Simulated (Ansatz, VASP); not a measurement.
## AlN in VASP and in Ansatz

```
Al N
1.0
     3.12859    0.00000    0.00000
    -1.56429    2.70944    0.00000
     0.00000    0.00000    5.01696
Al N
2 2
Direct
  0.66667 0.33333 0.49929
  0.33333 0.66667 0.99929
  0.66667 0.33333 0.88071
  0.33333 0.66667 0.38071
```

Alike in both runs: task relaxation of cell and atoms; functional PBE; k mesh 10 × 10 × 6; no spin polarisation.

```csv
,VASP,Ansatz
version,VASP 6.6.1,Ansatz 0.2.0
potentials or method,"VASP PAW PBE potentials, release 64 (Al, N), cutoff 600 eV",plane-wave PAW DFT
occupations,"gaussian, width 0.01 eV",fixed
valence electrons in the cell,16,16
```

```tsv
	VASP	Ansatz	Ansatz less VASP
relaxed volume (Å³/atom)	10.62	10.64	+0.017
relaxed cell length with the largest relative difference (Å)	3.128	3.130	+0.0019
```
